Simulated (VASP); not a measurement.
Set up this calculation in VASP 6.6.1, as the native input.

```
Task                   : single point
Functional             : r2SCAN
Potentials or basis    : VASP PAW PBE potentials, release 64 (Mg, O)
Cutoff                 : 520 eV
k mesh                 : 6 × 6 × 6
Occupations            : methfessel-paxton, width 0.2 eV
Spin                   : no spin polarisation
Dipole correction      : no
Further INCAR settings : ALGO = Normal; EDIFF = 1e-06; NBANDS = 11
```

MgO:

```
CELL_PARAMETERS angstrom
0.00000 2.28201 2.28201
2.28201 0.00000 2.28201
2.28201 2.28201 0.00000
ATOMIC_POSITIONS crystal
Mg 0.00000 0.00000 0.00000
O 0.25000 0.25000 0.25000
```

These files were run (other wordings do the same):

POSCAR

```
MgO
1.0
    0.0000000000      2.2820056624      2.2820056624
    2.2820056624      0.0000000000      2.2820056624
    2.2820056624      2.2820056624      0.0000000000
Mg O
1 1
Direct
    0.0000000000      0.0000000000      0.0000000000
    0.2500000000      0.2500000000      0.2500000000
```

INCAR.step1

```
PREC = Accurate
ENCUT = 520
ISMEAR = 1
SIGMA = 0.2
LREAL = False
LASPH = True
NELM = 80
NBANDS = 11
GGA = PE
ALGO = Normal
EDIFF = 1E-4
LWAVE = True
LCHARG = False
```

INCAR.step2

```
PREC = Accurate
ENCUT = 520
EDIFF = 1E-6
ISMEAR = 1
SIGMA = 0.2
LREAL = False
LASPH = True
NELM = 80
ALGO = Normal
ISIF = 2
LWAVE = False
LCHARG = True
METAGGA = R2SCAN
LMIXTAU = True
LELF = True
LVHAR = True
NBANDS = 11
ISTART = 1
```

KPOINTS

```
regular mesh
0
Gamma
  6 6 6
```

Potentials or basis: VASP PAW PBE potentials, release 64 (Mg, O).

The run is started by

```console
$ cat potpaw_PBE.64/Mg/POTCAR potpaw_PBE.64/O/POTCAR > POTCAR
$ cp INCAR.step1 INCAR
$ mpirun -np 1 vasp_std > vasp.out
$ cp INCAR.step2 INCAR
$ mpirun -np 1 vasp_std > vasp.out
```

Results of the run:

```json
{
  "Pressure": "-0.6 GPa",
  "Band gap on the k mesh": "4.32 eV, direct"
}
```

Caveat: the PAW data sets were made with another functional, which shifts forces and pressure a little.

Run time: 20 s on 1 thread of Intel(R) Xeon(R) Platinum 8259CL CPU @ 2.50GHz (Skylake/Cascade Lake), on a shared host, peak memory 0.14 GiB.
